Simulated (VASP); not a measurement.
## Bi: relaxation of shape and atoms at fixed volume with PBE

Bi:

```xyz
1
Lattice="2.5400 0.0000 0.0000 -1.2700 2.1997 0.0000 0.0000 0.0000 2.4185" Properties=species:S:1:pos:R:3 pbc="T T T"
Bi    0.0000    0.0000    0.0000
```

This isn't the form of Bi at room conditions, which is rhombohedral.

- Program: VASP 6.6.1
- Task: relaxation of shape and atoms at fixed volume
- Functional: PBE
- Potentials or basis: VASP PAW PBE potentials, release 64 (Bi_d)
- Cutoff: 600 eV
- k mesh: 14 × 14 × 13
- Occupations: fermi-dirac, width 0.1 eV
- Spin: no spin polarisation
- Dipole correction: no
- Further INCAR settings: ALGO = Normal; EDIFF = 1e-06; IBRION = 2; EDIFFG = -0.005; NSW = 50; ISIF = 4

```
Energy gained by relaxing : 7.3 meV/atom
Ionic steps               : 4
Pressure after relaxing   : 374.0 GPa
Band gap on the k mesh    : zero (an odd number of electrons rules out a gap without spin polarisation)
```

Step by step:
```tsv
step	energy change (eV)	largest force (eV/Å)	pressure (GPa)	volume (Å³)
1	0.0000	0.0000	374.68	13.51
2	0.2908	0.0000	378.66	13.51
3	-0.0073	0.0000	374.00	13.51
4	-0.0073	0.0000	374.04	13.51
```

Final structure:
```
Bi
1.0
     2.55092    0.00000    0.00000
    -1.27546    2.20916    0.00000
     0.00000    0.00000    2.39795
Bi
1
Direct
  0.00000 0.00000 0.00000
```

Levels at points of the mesh, in eV from the Fermi level:
```tsv
k point	band 5	band 6	band 7	band 8	band 9	band 10
(0.00, 0.00, 0.00)	-24.97	-24.64	3.67	5.34	8.43	8.43
(0.50, 0.00, 0.00)	-24.77	-14.03	-13.74	0.62	8.01	8.63
```

It took 87 s on 1 thread of Intel Xeon 8259CL, with other jobs on the host, peak memory 0.15 GiB.

Caveat: spin-orbit coupling is left out, which moves the levels of the heavy elements.
